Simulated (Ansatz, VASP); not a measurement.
# Two plane-wave programs on C

```
C
1.0
     0.00000    2.13456    3.40125
     1.23249    0.00000    3.40125
     1.23249    2.13456    0.00000
C
2
Direct
  0.16673 0.83327 0.16673
  0.83327 0.16673 0.83327
```

Alike in both runs: task relaxation of cell and atoms; functional PBE; dispersion D3(BJ); k mesh 18 × 18 × 18; occupations gaussian, width 0.02 eV; no spin polarisation.

|  | VASP | Ansatz |
| --- | --- | --- |
| version | VASP 6.6.1 | Ansatz 0.2.0 |
| potentials or method | VASP PAW PBE potentials, release 64 (C), cutoff 600 eV | scalar-relativistic, plane waves, PAW |
| valence electrons in the cell | 8 | 8 |

VASP gave:

| Quantity | Value |
| --- | --- |
| gap on the k mesh at the Fermi level, each at its own relaxed structure (eV) | 0.08 |
| relaxed volume (Å³/atom) | 8.86 |
| relaxed length of the cell vector where the two differ most in proportion (Å) | 3.586 |

Question: Estimate Ansatz's values.

Answer: gap on the k mesh at the Fermi level, each at its own relaxed structure (eV): 0.07; relaxed volume (Å³/atom): 8.94; relaxed length of the cell vector where the two differ most in proportion (Å): 3.615.
